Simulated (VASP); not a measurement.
Set up this calculation in VASP 6.6.1, as the native input.

```yaml
Task: single point
Functional: PBE
Potentials_or_basis: VASP PAW PBE potentials, release 64 (Hf_pv, N)
Cutoff: 520 eV
k_mesh: 18 × 18 × 18
Occupations: gaussian, width 0.15 eV
Spin: no spin polarisation
Dipole_correction: no
Further_INCAR_settings: ALGO = Normal; EDIFF = 1e-06; NBANDS = 14
```

The structure of HfN lies in POSCAR:

```
HfN
1.0
    0.0000000000      2.1912300000      2.2928850000
    2.1912300000      0.0000000000      2.2928850000
    2.1912300000      2.1912300000      0.0000000000
Hf N
1 1
Direct
    0.0000000000      0.0000000000      0.0000000000
    0.5000000000      0.5000000000      0.5000000000
```

This cell differs from its parent crystal: strain -0.030 along x and y, +0.015 along z.

One way to write it, as run:

INCAR

```
PREC = Accurate
ENCUT = 520
EDIFF = 1E-6
ISMEAR = 0
SIGMA = 0.15
LREAL = False
LASPH = True
NELM = 100
ALGO = Normal
ISIF = 2
LWAVE = False
LCHARG = False
GGA = PE
NBANDS = 14
```

KPOINTS

```
Automatic mesh
0
Gamma
  18 18 18
```

Potentials or basis: VASP PAW PBE potentials, release 64 (Hf_pv, N).

Run with:

```sh
$ cat potpaw_PBE.64/Hf_pv/POTCAR potpaw_PBE.64/N/POTCAR > POTCAR
$ mpirun -np 1 vasp_std > vasp.out
```

Results of the run:

* Pressure: 18.9 GPa
* Band gap on the k mesh: zero (an odd number of electrons rules out a gap without spin polarisation)

Caveat: the cell differs from its parent crystal (strain -0.030 along x and y, +0.015 along z); the stress differs along the axes, from 1 to 28 GPa; spin-orbit coupling is left out, which moves the levels of the heavy elements.

Wall time 2.5 min on 1 thread of Intel Xeon 8259CL (shared host), peak memory 0.27 GiB.
